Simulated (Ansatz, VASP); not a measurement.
**Au: VASP beside Ansatz**

The input INCAR:

```
SYSTEM = Au
ALGO = Normal
EDIFF = 1E-6
ENCUT = 500
GGA = PS
GGA_COMPAT = .False.
ISIF = 2
ISMEAR = 0
LASPH = .True.
LCHARG = .False.
LREAL = .False.
LWAVE = .False.
NBANDS = 12
NELM = 120
PREC = Accurate
SIGMA = 0.15
```

Contents of KPOINTS:

```
k-points
0
Gamma
  26 26 26
  0 0 0
```

The input POSCAR:

```
Au
1.0
    0.0000000000      2.0776682370      2.0419343853
    2.0419343853      0.0000000000      2.0419343853
    2.0419343853      2.0776682370      0.0000000000
Au
1
Direct
    0.0000000000      0.0000000000      0.0000000000
```

Input for Ansatz:

```yaml
crystal:
  lattice:
    - [0.0, 2.077668237, 2.0419343853]
    - [2.0419343853, 0.0, 2.0419343853]
    - [2.0419343853, 2.077668237, 0.0]
  atoms:
    - { symbol: Au, position: [0.0, 0.0, 0.0] }
basis:
  ecutwfc: 420
kpoints:
  mp_grid: { grid: [26, 26, 26] }
hamiltonian:
  xc: pbesol
scf:
  occupations: { method: gaussian, width: 0.15 }
output:
  forces: true
  stress: true
  eigenvalues: true
  write_density: true
  write_potential: true
  elf: true
  volumetric_format: npy
```

Change from the starting cell: strain +0.0175 x Voigt [0, 1, 0, 0, 0, 0], atoms carried along.

Alike in both runs: task single point; functional PBEsol; k mesh 26 × 26 × 26; occupations gaussian, width 0.15 eV; no spin polarisation.

```csv
,VASP,Ansatz
version,VASP 6.6.1,Ansatz 0.2.0
potentials or method,"VASP PAW PBE potentials, release 64 (Au), cutoff 500 eV","scalar-relativistic, plane waves, PAW"
valence electrons in the cell,11,19
```

|  | VASP | Ansatz | Ansatz less VASP |
| --- | --- | --- | --- |
| gap on the k mesh at the Fermi level (eV) | none | none | - |
| pressure (GPa) | -3.3 | -3.0 | +0.27 |
| traceless stress, the component that is largest in VASP (GPa) | -0.39 | -0.38 | +0.006 |

VASP's potentials were made for PBE, not for PBEsol. A gap of «none» marks a metal or a gap that the smearing closes. With one functional, cell and mesh, what is left measures potentials, basis and numerics. VASP's potentials hold 11 valence electrons a cell and Ansatz's 19, so a difference there can come from the potentials and not from the codes.

Spin-orbit coupling is off throughout.
